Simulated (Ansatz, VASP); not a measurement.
Co: VASP beside Ansatz

```xyz
2
Lattice="2.4707 0.0000 0.0000 -1.2353 2.1397 0.0000 0.0000 0.0000 4.0360" Properties=species:S:1:pos:R:3 pbc="T T T"
Co    0.0000    1.4264    2.9872
Co    1.2353    0.7132    1.0488
```

Alike in both runs: task single point; functional LDA; k mesh 12 × 12 × 7; occupations fermi-dirac, width 0.05 eV; collinear spin.

|  | VASP | Ansatz |
| --- | --- | --- |
| version | VASP 6.6.1 | Ansatz 0.2.0 |
| potentials or method | VASP PAW LDA potentials, release 64 (Co_sv) | Ansatz PAW |
| plane-wave cutoff (eV) | 600 | 420 |
| valence electrons in the cell | 34 | 34 |

```tsv
	VASP	Ansatz	Ansatz less VASP
gap on the k mesh at the Fermi level (eV)	none	none	-
pressure (GPa)	-17.9	-14.1	+3.85
traceless stress, the component that is largest in VASP (GPa)	-1.77	-1.89	-0.115
rms of the force components (eV/Å)	0.285	0.276	-0.0091
net moment per atom (μB)	1.52	1.56	+0.034
size of the moment on the site where the two differ most (μB)	1.56	1.61	+0.050
```

LDA's correlation is that of Perdew and Zunger in VASP and of Perdew and Wang (1992) in Ansatz. Site moments also hang on the region over which each program counts them. Atom by atom the forces differ by 0.009 eV/Å (rms over components). A gap of «none» marks a metal or a gap that the smearing closes.
